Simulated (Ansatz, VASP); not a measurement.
**Sr in VASP and in Ansatz**

The input INCAR:

```
PREC = Accurate
ENCUT = 520
EDIFF = 1E-7
ISMEAR = 0
SIGMA = 0.1
LREAL = F
LASPH = T
NELM = 100
ALGO = Normal
ISIF = 2
LWAVE = F
LCHARG = F
GGA = PS
NBANDS = 11
```

File KPOINTS:

```
regular mesh
0
Gamma
  12 12 12
```

POSCAR

```
Sr
1.0
   -2.3368660446      2.3368660446      2.3368660446
    2.3368660446     -2.3368660446      2.3368660446
    2.3368660446      2.3368660446     -2.3368660446
Sr
1
Direct
    0.0000000000      0.0000000000      0.0000000000
```

Input for Ansatz:

```yaml
crystal:
  lattice:
    - [-2.3368660446, 2.3368660446, 2.3368660446]
    - [2.3368660446, -2.3368660446, 2.3368660446]
    - [2.3368660446, 2.3368660446, -2.3368660446]
  atoms:
    - { symbol: Sr, position: [0.0, 0.0, 0.0] }
basis:
  ecutwfc: 420
kpoints:
  mp_grid: { grid: [12, 12, 12] }
  band_path:
    path:
      - [[0.0, 0.0, 0.0], [0.5, -0.5, 0.5], [0.0, 0.0, 0.5], [0.0, 0.0, 0.0], [0.25, 0.25, 0.25], [0.5, -0.5, 0.5]]
      - [[0.25, 0.25, 0.25], [0.0, 0.0, 0.5]]
    npoints: 14
hamiltonian:
  xc: pbesol
scf:
  occupations: { method: gaussian, width: 0.1 }
  n_extra_bands: 6
output:
  forces: true
  stress: true
  eigenvalues: true
  populations: true
  dos: { projected: true, de: 0.02, nscf_kmesh: { grid: [18, 18, 18] } }
  bader: true
```

Alike in both runs: task single point; functional PBEsol; k mesh 12 × 12 × 12; occupations gaussian, width 0.1 eV; no spin polarisation.

|  | VASP | Ansatz |
| --- | --- | --- |
| version | VASP 6.6.1 | Ansatz 0.2.0 |
| potentials or method | VASP PAW PBE potentials, release 64 (Sr_sv), cutoff 520 eV | scalar-relativistic, plane waves, PAW |
| valence electrons in the cell | 10 | 10 |

```tsv
	VASP	Ansatz	Ansatz less VASP
gap on the k mesh at the Fermi level (eV)	none	none	-
pressure (GPa)	0.0	0.0	-0.01
```

VASP's potentials were made for PBE, not for PBEsol. A gap of «none» marks a metal or a gap that the smearing closes. With one functional, cell and mesh, what is left measures potentials, basis and numerics.
